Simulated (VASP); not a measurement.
# SiO2 (P4_2/mnm) in VASP: a series of runs

SiO2 is run at these levels: PBEsol; tasks: equation of state.

Program: VASP 6.6.1. These are calculated values, not measurements. Logs are shortened: lines on timing, memory, paths and dates and some standing lists are left out, and cuts for length are marked.

### 1 The cell of the first run

The structure is tetragonal, space group P4_2/mnm (No. 136). The conventional cell has a = 4.233 Å, b = 4.233 Å, c = 2.693 Å, α = 90.00°, β = 90.00°, γ = 90.00°. Within 2.4 Å of Si (site symmetry mmm) lie 6 O at 1.78 to 1.84 Å. Within 2.4 Å of O (site symmetry m2m) lie 3 Si at 1.78 to 1.84 Å and 1 O at 2.31 Å.

### 2 Equation of state, PBEsol

Contents of POSCAR.step1:

```
SiO2
1.0
    4.1171328689      0.0000000000      0.0000000000
    0.0000000000      4.1171328689      0.0000000000
    0.0000000000      0.0000000000      2.6196631405
Si O
2 4
Direct
    0.0000000000      0.0000000000      0.0000000000
    0.5000000000      0.5000000000      0.5000000000
    0.8068390000      0.1931610000      0.5000000000
    0.3068390000      0.3068390000      0.0000000000
    0.1931610000      0.8068390000      0.5000000000
    0.6931610000      0.6931610000      0.0000000000
```

Contents of POSCAR.step2:

```
SiO2
1.0
    4.1759570002      0.0000000000      0.0000000000
    0.0000000000      4.1759570002      0.0000000000
    0.0000000000      0.0000000000      2.6570919565
Si O
2 4
Direct
    0.0000000000      0.0000000000      0.0000000000
    0.5000000000      0.5000000000      0.5000000000
    0.8068390000      0.1931610000      0.5000000000
    0.3068390000      0.3068390000      0.0000000000
    0.1931610000      0.8068390000      0.5000000000
    0.6931610000      0.6931610000      0.0000000000
```

Contents of POSCAR.step3:

```
SiO2
1.0
    4.2331690000      0.0000000000      0.0000000000
    0.0000000000      4.2331690000      0.0000000000
    0.0000000000      0.0000000000      2.6934950000
Si O
2 4
Direct
    0.0000000000      0.0000000000      0.0000000000
    0.5000000000      0.5000000000      0.5000000000
    0.8068390000      0.1931610000      0.5000000000
    0.3068390000      0.3068390000      0.0000000000
    0.1931610000      0.8068390000      0.5000000000
    0.6931610000      0.6931610000      0.0000000000
```

Contents of POSCAR.step4:

```
SiO2
1.0
    4.2888749803      0.0000000000      0.0000000000
    0.0000000000      4.2888749803      0.0000000000
    0.0000000000      0.0000000000      2.7289397884
Si O
2 4
Direct
    0.0000000000      0.0000000000      0.0000000000
    0.5000000000      0.5000000000      0.5000000000
    0.8068390000      0.1931610000      0.5000000000
    0.3068390000      0.3068390000      0.0000000000
    0.1931610000      0.8068390000      0.5000000000
    0.6931610000      0.6931610000      0.0000000000
```

Contents of POSCAR.step5:

```
SiO2
1.0
    4.3431703009      0.0000000000      0.0000000000
    0.0000000000      4.3431703009      0.0000000000
    0.0000000000      0.0000000000      2.7634869975
Si O
2 4
Direct
    0.0000000000      0.0000000000      0.0000000000
    0.5000000000      0.5000000000      0.5000000000
    0.8068390000      0.1931610000      0.5000000000
    0.3068390000      0.3068390000      0.0000000000
    0.1931610000      0.8068390000      0.5000000000
    0.6931610000      0.6931610000      0.0000000000
```

Contents of INCAR:

```
GGA = PS ; ISMEAR = 0
SIGMA = 0.03 ; LWAVE = False
LCHARG = False ; ISIF = 2
NSW = 0 ; PREC = Accurate
LASPH = True ; LREAL = False
ALGO = Normal ; EDIFF = 1E-6
NELM = 120 ; GGA_COMPAT = False
ENCUT = 520 ; EFERMI = MIDGAP
KPAR = 2
```

Contents of KPOINTS:

```
Automatic mesh
0
Gamma
  5 5 8
  0 0 0
```

Potentials or basis: VASP PAW PBE potentials, release 64 (Si, O).

Run with:

```
$ cat potpaw_PBE.64/Si/POTCAR potpaw_PBE.64/O/POTCAR > POTCAR
$ cp POSCAR.step1 POSCAR
$ mpirun -np 2 vasp_std > vasp.out
$ cp POSCAR.step2 POSCAR
$ mpirun -np 2 vasp_std > vasp.out
$ cp POSCAR.step3 POSCAR
$ mpirun -np 2 vasp_std > vasp.out
$ cp POSCAR.step4 POSCAR
$ mpirun -np 2 vasp_std > vasp.out
$ cp POSCAR.step5 POSCAR
$ mpirun -np 2 vasp_std > vasp.out
```

OUTCAR:

```text
GGA = PS
   ISMEAR = 0
   ISIF = 2
   NSW = 0
   PREC = Accurate
   LASPH = True
   LREAL = False
   EDIFF = 1E-6
   NELM = 120
   ENCUT = 520
   EFERMI = MIDGAP

 Found     30 irreducible k-points:

 Following reciprocal coordinates:
            Coordinates               Weight
  0.000000  0.000000  0.000000      1.000000
  0.200000  0.000000  0.000000      4.000000
  0.400000  0.000000  0.000000      4.000000
  0.200000  0.200000  0.000000      4.000000
  0.400000  0.200000  0.000000      8.000000
  0.400000  0.400000  0.000000      4.000000
   k-points           NKPTS =     30   k-points in BZ     NKDIM =     30   number of bands    NBANDS=     20
   number of dos      NEDOS =    301   number of ions     NIONS =      6
   total plane-waves  NPLWV =  24576
   dimension x,y,z NGX =    32 NGY =   32 NGZ =   24
   dimension x,y,z NGXF=    64 NGYF=   64 NGZF=   48
   ions per type =               2   4
   NGX,Y,Z   is equivalent  to a cutoff of  12.25, 12.25, 14.44 a.u.
   NGXF,Y,Z  is equivalent  to a cutoff of  24.50, 24.50, 28.88 a.u.
 SYSTEM =  unknown system
   PREC   = accura    normal or accurate (medium, high low for compatibility)
   ISTART =      0    job   : 0-new  1-cont  2-samecut
   ICHARG =      2    charge: 1-file 2-atom 10-const
   ISPIN  =      1    spin polarized calculation?
   LNONCOLLINEAR =      F non collinear calculations
   LSORBIT =      F    spin-orbit coupling
   LASPH  =      T    aspherical Exc in radial PAW
   ENCUT  =  520.0 eV  38.22 Ry    6.18 a.u.   8.08  8.08  5.14*2*pi/ulx,y,z
   NELM   =    120;   NELMIN=  2; NELMDL=  0     # of ELM steps
   EDIFF  = 0.1E-05   stopping-criterion for ELM
   LREAL  =      F    real-space projection
   EDIFFG = 0.1E-04   stopping-criterion for IOM
   NSW    =      0    number of steps for IOM
   IBRION =     -1    ionic relax: 0-MD 1-quasi-New 2-CG
   NFREE  =      0    steps in history (QN), initial steepest desc. (CG)
   ISIF   =      2    stress and relaxation
   ISYM   =      2    0-nonsym 1-usesym 2-fastsym
   POTIM  = 0.5000    time-step for ionic-motion
   TEBEG  =    0.0;   TEEND  =   0.0 temperature during run

   SCALEE = 1.0000    scale energy and forces
   PSTRESS=    0.0 pullay stress
   NELECT =      32.0000    total number of electrons
   NUPDOWN=      -1.0000    fix difference up-down
   EMIN   =  10.00;   EMAX   =-10.00  energy-range for DOS
   EFERMI =   0.00;   METHOD = MIDGAP
   ISMEAR =     0;   SIGMA  =   0.03  broadening in eV -4-tet -1-fermi 0-gaus
   EFERMI_NEDOS =   21; number of points for ismear=-14 and -15
   IALGO  =     38    algorithm
   IMIX   =      4    mixing-type and parameters
     AMIX     =   0.40;   BMIX     =  1.00
     AMIX_MAG =   1.60;   BMIX_MAG =  1.00
  volume/ion in A,a.u.               =       8.69        58.63
  Fermi-wavevector in a.u.,A,eV,Ry     =   1.391344  2.629258 26.338667  1.935837
  Thomas-Fermi vector in A             =   2.515192
   LORBIT       =      0    0 simple, 1 ext, 2 COOP (PROOUT), +10 PAW based schemes
   GGA     = PS    functional components
   LHFCALC =     F    Hartree Fock is set to
   AEXX    =    0.0000 exact exchange contribution
   IVDW    =     0    specifies the selected vdW correction
   LEPSILON=     F    determine dielectric tensor
   LRPA    =     F    only Hartree local field effects (RPA)

   CSHIFT  =0.1000    complex shift for real part using Kramers Kronig

   OMEGAMAX=  -1.0    maximum frequency
 non-spin polarized calculation
 Gauss-broadening in eV      SIGMA  =   0.03
  energy-cutoff  :      520.00
  volume of cell :       52.13
 maximum number of plane-waves:      1422
   NGX = 17   NGY = 17   NGZ = 11

 number of electron      32.0000013 magnetization

 Free energy of the ion-electron system (eV)
  ---------------------------------------------------
  ext. energy  EPLUGINS =         0.00000000
  ---------------------------------------------------
  free energy    TOTEN  =       -48.58505768 eV

  energy without entropy =      -48.58505768  energy(sigma->0) =      -48.58505768

 E-fermi :   8.5294     XC(G=0): -11.9491

 val. band max:        6.6707747436   @ k =   0.0000   0.0000   0.0000
 cond. band min:      10.3881242576   @ k =   0.0000   0.0000   0.0000
 fundamental gap:      3.7173495141
 Fermi energy:         8.5294495006

 k-point     1 :       0.0000    0.0000    0.0000
  band No.  band energies     occupation
      1     -14.7713      2.00000
      2     -11.6309      2.00000
      3     -11.6309      2.00000
      4     -11.4767      2.00000
      5      -3.5693      2.00000
      6       0.7839      2.00000
[... 12 lines left out ...]
     19      14.1503      0.00000
     20      14.1503      0.00000

 k-point     2 :       0.2000    0.0000    0.0000
  band No.  band energies     occupation
      1     -14.5878      2.00000
      2     -12.3509      2.00000
      3     -11.5444      2.00000
      4     -11.1260      2.00000
      5      -3.2784      2.00000
      6      -0.1355      2.00000
[... 12 lines left out ...]
     19      14.2322      0.00000
     20      14.2910      0.00000

 k-point     3 :       0.4000    0.0000    0.0000
  band No.  band energies     occupation
      1     -14.0602      2.00000
      2     -13.2639      2.00000
      3     -11.3278      2.00000
      4     -11.1159      2.00000
      5      -2.5079      2.00000
      6      -1.4141      2.00000
[... 12 lines left out ...]
     19      14.5682      0.00000
     20      14.7650      0.00000

 k-point     4 :       0.2000    0.2000    0.0000
  band No.  band energies     occupation
      1     -14.4123      2.00000
      2     -12.5243      2.00000
      3     -11.7274      2.00000
      4     -11.0781      2.00000
      5      -2.9601      2.00000
      6      -0.2369      2.00000
[... 12 lines left out ...]
     19      14.2033      0.00000
     20      14.7643      0.00000

 k-point     5 :       0.4000    0.2000    0.0000
  band No.  band energies     occupation
      1     -13.9132      2.00000
      2     -13.1914      2.00000
      3     -11.5825      2.00000
      4     -11.2639      2.00000
      5      -2.1550      2.00000
      6      -1.1219      2.00000
[... 12 lines left out ...]
     19      14.8133      0.00000
     20      15.1171      0.00000

 k-point     6 :       0.4000    0.4000    0.0000
  band No.  band energies     occupation
      1     -13.5297      2.00000
      2     -13.1740      2.00000
      3     -11.8769      2.00000
      4     -11.6519      2.00000
      5      -1.3463      2.00000
      6      -0.7665      2.00000
[... 12 lines left out ...]
     19      15.3474      0.00000
     20      15.5242      0.00000

 [... further k-points ...]

------------------------ aborting loop because EDIFF is reached ----------------------------------------

  FORCE on cell =-STRESS in cart. coord.  units (eV):
  Direction    XX          YY          ZZ          XY          YZ          ZX
  --------------------------------------------------------------------------------------
  -------------------------------------------------------------------------------------
  Total       -7.6087487     -7.6087487     -9.1750911      0.0000000      0.0000000      0.0000000
  in kB     -233.8582425   -233.8582425   -282.0004649      0.0000000      0.0000000      0.0000000
  external PRESSURE =    -249.9056499 kB  Pullay stress =       0.0000000 kB

 VOLUME and BASIS-vectors are now :
 -----------------------------------------------------------------------------
  energy-cutoff  :      520.00
  volume of cell :       52.13
      direct lattice vectors                 reciprocal lattice vectors
     4.343170301  0.000000000  0.000000000     0.230246555  0.000000000  0.000000000
     0.000000000  4.343170301  0.000000000     0.000000000  0.230246555  0.000000000
     0.000000000  0.000000000  2.763486997     0.000000000  0.000000000  0.361861663

 POSITION                                       TOTAL-FORCE (eV/Angst)
 -----------------------------------------------------------------------------------
      0.00000      0.00000      0.00000         0.000000      0.000000      0.000000
      2.17159      2.17159      1.38174         0.000000      0.000000      0.000000
      3.50424      0.83893      1.38174         0.343721     -0.343721      0.000000
      1.33265      1.33265      0.00000         0.343721      0.343721      0.000000
      0.83893      3.50424      1.38174        -0.343721      0.343721      0.000000
      3.01052      3.01052      0.00000        -0.343721     -0.343721      0.000000
 -----------------------------------------------------------------------------------
    total drift:                                0.000000     -0.000000     -0.000000

  FREE ENERGIE OF THE ION-ELECTRON SYSTEM (eV)
  ---------------------------------------------------
  free  energy   TOTEN  =       -48.5850576753 eV

  energy  without entropy=      -48.5850576753  energy(sigma->0) =      -48.58505768
```

It took 50 s on 2 MPI ranks of Intel Xeon Platinum 8259CL at 2.50GHz (Skylake/Cascade Lake), shared host; peak memory 0.16 GiB.

What came out:

```
Equilibrium volume                        : 7.90 Å³/atom
Bulk modulus at fixed shape and positions : 316 GPa
Pressure derivative of the bulk modulus   : 4.2 (rough: it moves with the points fitted)
```

Energy against volume, from the lowest point:
| volume (Å³/atom) | energy (meV/atom) |
| --- | --- |
| 7.401 | 31.46 |
| 7.723 | 1.17 |
| 8.044 | 0.00 |
| 8.366 | 22.37 |
| 8.688 | 63.75 |

Caveat: the cell was scaled at fixed shape and fractional positions, which overstates the stiffness of a crystal with free parameters, most of all of layers and chains; the PAW data sets were made with another functional, which shifts forces and pressure a little.

### 3 Equation of state, PBEsol

Edit POSCAR.step1 of step 2 so:

```diff
@@ -2,5 +2,5 @@
 1.0
-    4.1171328689      0.0000000000      0.0000000000
-    0.0000000000      4.1171328689      0.0000000000
-    0.0000000000      0.0000000000      2.6196631405
+    4.1021613444      0.0000000000      0.0000000000
+    0.0000000000      4.1021613444      0.0000000000
+    0.0000000000      0.0000000000      2.6101370086
 Si O
```

Edit POSCAR.step2 of step 2 so:

```diff
@@ -2,5 +2,5 @@
 1.0
-    4.1759570002      0.0000000000      0.0000000000
-    0.0000000000      4.1759570002      0.0000000000
-    0.0000000000      0.0000000000      2.6570919565
+    4.1467535482      0.0000000000      0.0000000000
+    0.0000000000      4.1467535482      0.0000000000
+    0.0000000000      0.0000000000      2.6385102859
 Si O
```

Edit POSCAR.step3 of step 2 so:

```diff
@@ -2,5 +2,5 @@
 1.0
-    4.2331690000      0.0000000000      0.0000000000
-    0.0000000000      4.2331690000      0.0000000000
-    0.0000000000      0.0000000000      2.6934950000
+    4.1904067935      0.0000000000      0.0000000000
+    0.0000000000      4.1904067935      0.0000000000
+    0.0000000000      0.0000000000      2.6662861195
 Si O
```

Edit POSCAR.step4 of step 2 so:

```diff
@@ -2,5 +2,5 @@
 1.0
-    4.2888749803      0.0000000000      0.0000000000
-    0.0000000000      4.2888749803      0.0000000000
-    0.0000000000      0.0000000000      2.7289397884
+    4.2331690000      0.0000000000      0.0000000000
+    0.0000000000      4.2331690000      0.0000000000
+    0.0000000000      0.0000000000      2.6934950000
 Si O
```

Edit POSCAR.step5 of step 2 so:

```diff
@@ -2,5 +2,5 @@
 1.0
-    4.3431703009      0.0000000000      0.0000000000
-    0.0000000000      4.3431703009      0.0000000000
-    0.0000000000      0.0000000000      2.7634869975
+    4.2750842903      0.0000000000      0.0000000000
+    0.0000000000      4.2750842903      0.0000000000
+    0.0000000000      0.0000000000      2.7201650018
 Si O
```

Contents of POSCAR.step6:

```
SiO2
1.0
    4.3161933919      0.0000000000      0.0000000000
    0.0000000000      4.3161933919      0.0000000000
    0.0000000000      0.0000000000      2.7463220391
Si O
2 4
Direct
    0.0000000000      0.0000000000      0.0000000000
    0.5000000000      0.5000000000      0.5000000000
    0.8068390000      0.1931610000      0.5000000000
    0.3068390000      0.3068390000      0.0000000000
    0.1931610000      0.8068390000      0.5000000000
    0.6931610000      0.6931610000      0.0000000000
```

Contents of POSCAR.step7:

```
SiO2
1.0
    4.3565339861      0.0000000000      0.0000000000
    0.0000000000      4.3565339861      0.0000000000
    0.0000000000      0.0000000000      2.7719900880
Si O
2 4
Direct
    0.0000000000      0.0000000000      0.0000000000
    0.5000000000      0.5000000000      0.5000000000
    0.8068390000      0.1931610000      0.5000000000
    0.3068390000      0.3068390000      0.0000000000
    0.1931610000      0.8068390000      0.5000000000
    0.6931610000      0.6931610000      0.0000000000
```

Contents of INCAR:

```
GGA = PS ; ISMEAR = 0
SIGMA = 0.03 ; LWAVE = False
LCHARG = False ; ISIF = 2
NSW = 0 ; PREC = Accurate
LASPH = True ; LREAL = False
ALGO = Normal ; EDIFF = 1E-7
NELM = 120 ; GGA_COMPAT = False
ENCUT = 840 ; EFERMI = MIDGAP
KPAR = 2
```

Contents of KPOINTS:

```
Automatic mesh
0
Gamma
  8 8 13
  0 0 0
```

Potentials or basis: VASP PAW PBE potentials, release 64 (Si, O).

Run with:

```
$ cat potpaw_PBE.64/Si/POTCAR potpaw_PBE.64/O/POTCAR > POTCAR
$ cp POSCAR.step1 POSCAR
$ mpirun -np 2 vasp_std > vasp.out
$ cp POSCAR.step2 POSCAR
$ mpirun -np 2 vasp_std > vasp.out
$ cp POSCAR.step3 POSCAR
$ mpirun -np 2 vasp_std > vasp.out
$ cp POSCAR.step4 POSCAR
$ mpirun -np 2 vasp_std > vasp.out
$ cp POSCAR.step5 POSCAR
$ mpirun -np 2 vasp_std > vasp.out
$ cp POSCAR.step6 POSCAR
$ mpirun -np 2 vasp_std > vasp.out
$ cp POSCAR.step7 POSCAR
$ mpirun -np 2 vasp_std > vasp.out
```

It took 8.6 min on 2 MPI ranks of Intel Xeon Platinum 8259CL at 2.50GHz (Skylake/Cascade Lake), shared host; peak memory 0.32 GiB.

It converged, with:

```yaml
Equilibrium_volume: 7.89 Å³/atom
Bulk_modulus_at_fixed_shape_and_positions: 316 GPa
Pressure_derivative_of_the_bulk_modulus: 4.2
```

Energy against volume, from the lowest point:
| volume (Å³/atom) | energy (meV/atom) |
| --- | --- |
| 7.320 | 45.43 |
| 7.562 | 13.64 |
| 7.803 | 0.00 |
| 8.044 | 1.84 |
| 8.286 | 16.88 |
| 8.527 | 43.16 |
| 8.768 | 79.01 |

Caveat: the cell was scaled at fixed shape and fractional positions, which overstates the stiffness of a crystal with free parameters, most of all of layers and chains; the PAW data sets were made with another functional, which shifts forces and pressure a little.
